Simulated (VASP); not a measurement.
Set up this calculation in VASP 6.6.1, as the native input.

```
Task                               : single point
Functional                         : PBE-based screened hybrid with 25 % exact exchange
Potentials or basis                : VASP PAW PBE potentials, release 64 (Sn_d, O)
Cutoff                             : 520 eV
k mesh                             : 4 × 4 × 3
Occupations                        : fermi-dirac, width 0.05 eV
Spin                               : no spin polarisation
Dipole correction                  : no
Grid for exact exchange (PRECFOCK) : Normal
Share of exact exchange            : 0.25
Further INCAR settings             : ALGO = Normal; EDIFF = 1e-06; NBANDS = 28
Screening parameter                : 0.3 1/Å
```

SnO:

```
CELL_PARAMETERS angstrom
3.80490 0.00000 0.00000
0.00000 3.80490 0.00000
0.00000 0.00000 5.02916
ATOMIC_POSITIONS crystal
Sn 0.50000 0.00000 0.77209
Sn 0.00000 0.50000 0.22791
O 0.00000 0.00000 0.00000
O 0.50000 0.50000 0.00000
```

One way to write it, as run:

POSCAR

```
SnO
1.0
    3.8049003461      0.0000000000      0.0000000000
    0.0000000000      3.8049003461      0.0000000000
    0.0000000000      0.0000000000      5.0291594562
Sn O
2 2
Direct
    0.5000000000      0.0000000000      0.7720876847
    0.0000000000      0.5000000000      0.2279123153
    0.0000000000      0.0000000000      0.0000000000
    0.5000000000      0.5000000000      0.0000000000
```

INCAR.step1

```
  PREC = Accurate
  ENCUT = 520
  EDIFF = 1E-5
  ISMEAR = -1
  SIGMA = 0.05
  LREAL = False
  LASPH = True
  NELM = 60
  ALGO = Normal
  ISIF = 2
  LWAVE = True
  LCHARG = False
  GGA = PE
  NBANDS = 28
```

INCAR.step2

```
  PREC = Accurate
  ENCUT = 520
  EDIFF = 1E-6
  ISMEAR = -1
  SIGMA = 0.05
  LREAL = False
  LASPH = True
  NELM = 60
  ALGO = Normal
  ISIF = 2
  LWAVE = False
  LCHARG = False
  GGA = PE
  LHFCALC = True
  AEXX = 0.25
  HFSCREEN = 0.3
  PRECFOCK = Normal
  ISTART = 1
  NBANDS = 28
```

KPOINTS

```
regular mesh
0
Gamma
  4 4 3
```

Potentials or basis: VASP PAW PBE potentials, release 64 (Sn_d, O).

The run is started by

```console
$ cat potpaw_PBE.64/Sn_d/POTCAR potpaw_PBE.64/O/POTCAR > POTCAR
$ cp INCAR.step1 INCAR
$ mpirun -np 1 vasp_std > vasp.out
$ cp INCAR.step2 INCAR
$ mpirun -np 1 vasp_std > vasp.out
```

It gave:

* Pressure: 0.4 GPa
* Largest force: 0.113 eV/Å
* Band gap on the k mesh: 0.65 eV (least direct gap 2.48 eV)

Caveat: the PAW data sets were made with another functional, which shifts forces and pressure a little; spin-orbit coupling is left out, which moves the levels of the heavy elements.

It took 67 min on 1 thread of Intel(R) Xeon(R) Platinum 8375C CPU @ 2.90GHz (Ice Lake), with other jobs on the host, peak memory 0.31 GiB.
